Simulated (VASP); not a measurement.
Runs of VASP 6.6.1 on InSb. It takes space group Cmcm (No. 63, orthorhombic). The conventional cell has a = 6.127 Å, b = 6.163 Å, c = 6.127 Å, α = 90.00°, β = 90.00°, γ = 90.00°. Within 4.0 Å of In (site symmetry m2m) lie 6 Sb at 3.06 to 3.09 Å. Sb (site symmetry m2m) has 6 In at 3.06 to 3.09 Å within 4.0 Å. 

```tsv
k mesh	smearing	gap on the mesh (eV)	pressure (GPa)	largest force (eV/Å)
10 × 10 × 8	gaussian 0.1 eV	none	0.1	0.01
8 × 8 × 6, shifted	gaussian 0.1 eV	none	0.1	(b)
6 × 6 × 4	gaussian 0.1 eV	none	(c)	0.08
1 × 1 × 1	gaussian 0.1 eV	(a)	23.9	0.43
10 × 10 × 8	methfessel-paxton 0.5 eV	none	0.1	0.02
```

Alike in all rows: task single point; level PBE; potentials or basis VASP PAW PBE potentials, release 64 (In_d, Sb); no spin polarisation; cell as given; cutoff (eV) 520.

Problem. Fill in the values left out.

Solution. (a) 0.03; (b) 0.03; (c) 0.2.

Caveats: some runs use coarse meshes; spin-orbit coupling is left out, which moves the levels of the heavy elements.

A k mesh can miss the band edges, and the runs leave out spin-orbit coupling on In, Sb.

A gap of «none» marks levels without a gap at the run's occupations.
